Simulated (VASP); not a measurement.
A run of VASP 6.6.1 is set up as follows.

The input INCAR:

```
SYSTEM = La
ALGO = Normal ; EDIFF = 1E-7
ENCUT = 520 ; GGA = CA
ISIF = 2 ; ISMEAR = -1
LASPH = .True. ; LCHARG = .False.
LREAL = .False. ; LWAVE = .False.
NBANDS = 18 ; NELM = 60
PREC = Accurate ; SIGMA = 0.1
```

Contents of KPOINTS:

```
k-points
0
Gamma
  8 8 8
  0 0 0
```

Contents of POSCAR:

```
La
1.0
    0.0000000000      3.2584993195      3.2584993195
    3.2584993195      0.0000000000      3.2584993195
    3.2584993195      3.2584993195      0.0000000000
La
2
Direct
    0.1250000000      0.1250000000      0.1250000000
    0.8750000000      0.8750000000      0.8750000000
```

Potentials or basis: VASP PAW LDA potentials, release 64 (La).

Run with:

```console
$ cat potpaw_LDA.64/La/POTCAR > POTCAR
$ mpirun -np 1 vasp_std > vasp.out
```

Q: Predict the pressure.

A: -0.1 GPa.

Q: What does it give for the band gap on the k mesh?

A: Zero (band 11 reaches 8.03 eV, above the bottom of band 12 at 7.75 eV).

Caveat: spin-orbit coupling is left out, which moves the levels of the heavy elements.
